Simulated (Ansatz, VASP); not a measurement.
One calculation of Cd2HgS3, two programs

File INCAR:

```
SYSTEM = Cd2HgS3
ALGO     = Normal         ! electronic algorithm
EDIFF    = 1E-6           ! SCF threshold, eV
EDIFFG   = -0.04          ! ionic threshold
ENCUT    = 600            ! plane-wave cutoff, eV
GGA      = PE             ! functional
IBRION   = 2              ! ionic algorithm
ISIF     = 3              ! what is computed and relaxed
ISMEAR   = 0              ! smearing method
LASPH    = .True.         ! aspherical terms in the spheres
LCHARG   = .False.        ! write CHGCAR
LREAL    = .False.        ! projectors in reciprocal space
LWAVE    = .False.        ! write WAVECAR
NELM     = 60             ! most SCF steps
NSW      = 90             ! ionic steps
PREC     = Accurate       ! precision mode
SIGMA    = 0.1            ! smearing width, eV
```

Contents of KPOINTS:

```
k-points
0
Gamma
  6 6 1
  0 0 0
```

File POSCAR:

```
Cd2HgS3
1.0
    4.1048498500      0.0000000000      0.0000000000
   -2.0524249300      3.5549042500      0.0000000000
    0.0000000000      0.0000000000     19.9911131800
Cd Hg S
4 2 6
Direct
    0.3333333300      0.6666666700      0.0000000000
    0.3333333300      0.6666666700      0.3333333300
    0.6666666700      0.3333333300      0.1666666700
    0.6666666700      0.3333333300      0.5000000000
    0.3333333300      0.6666666700      0.6666666700
    0.6666666700      0.3333333300      0.8333333300
    0.3333333300      0.6666666700      0.1250000000
    0.3333333300      0.6666666700      0.4583333300
    0.3333333300      0.6666666700      0.7916666700
    0.6666666700      0.3333333300      0.2916666700
    0.6666666700      0.3333333300      0.6250000000
    0.6666666700      0.3333333300      0.9583333300
```

Input for Ansatz:

```yaml
crystal:
  lattice:
    - [4.10484985, 0.0, 0.0]
    - [-2.05242493, 3.55490425, 0.0]
    - [0.0, 0.0, 19.99111318]
  atoms:
    - { symbol: Cd, position: [0.33333333, 0.66666667, 0.0] }
    - { symbol: Cd, position: [0.33333333, 0.66666667, 0.33333333] }
    - { symbol: Cd, position: [0.66666667, 0.33333333, 0.16666667] }
    - { symbol: Cd, position: [0.66666667, 0.33333333, 0.5] }
    - { symbol: Hg, position: [0.33333333, 0.66666667, 0.66666667] }
    - { symbol: Hg, position: [0.66666667, 0.33333333, 0.83333333] }
    - { symbol: S, position: [0.33333333, 0.66666667, 0.125] }
    - { symbol: S, position: [0.33333333, 0.66666667, 0.45833333] }
    - { symbol: S, position: [0.33333333, 0.66666667, 0.79166667] }
    - { symbol: S, position: [0.66666667, 0.33333333, 0.29166667] }
    - { symbol: S, position: [0.66666667, 0.33333333, 0.625] }
    - { symbol: S, position: [0.66666667, 0.33333333, 0.95833333] }
basis:
  ecutwfc: 420
kpoints:
  mp_grid: { grid: [6, 6, 1] }
hamiltonian:
  xc: pbe
scf:
  occupations: { method: gaussian, width: 0.1 }
  lower_state_search: "off"
output:
  forces: true
  stress: true
  eigenvalues: true
relax:
  adjacent_minimum: "off"
  f_tol: 0.04
  max_steps: 70
  cell: { stress_tol: 0.4 }
```

Alike in both runs: task relaxation of cell and atoms; functional PBE; k mesh 6 × 6 × 1; occupations gaussian, width 0.1 eV; no spin polarisation.

```csv
,VASP,Ansatz
version,VASP 6.6.1,Ansatz 0.2.0
potentials or method,"VASP PAW PBE potentials, release 64 (Cd, Hg, S), cutoff 600 eV","scalar-relativistic, plane waves, PAW"
valence electrons in the cell,108,156
```

VASP gave:

| Quantity | Value |
| --- | --- |
| gap on the k mesh at the Fermi level, each at its own relaxed structure (eV) | 0.32 |
| relaxed volume (Å³/atom) | 26.40 |
| relaxed cell length with the largest relative difference (Å) | 4.217 |

Task: Which values does Ansatz return?

Result: gap on the k mesh at the Fermi level, each at its own relaxed structure (eV): 0.31; relaxed volume (Å³/atom): 26.34; relaxed cell length with the largest relative difference (Å): 4.211.

VASP's potentials hold 108 valence electrons a cell and Ansatz's 156, so a difference there can come from the potentials and not from the codes.

Spin-orbit coupling is off throughout.
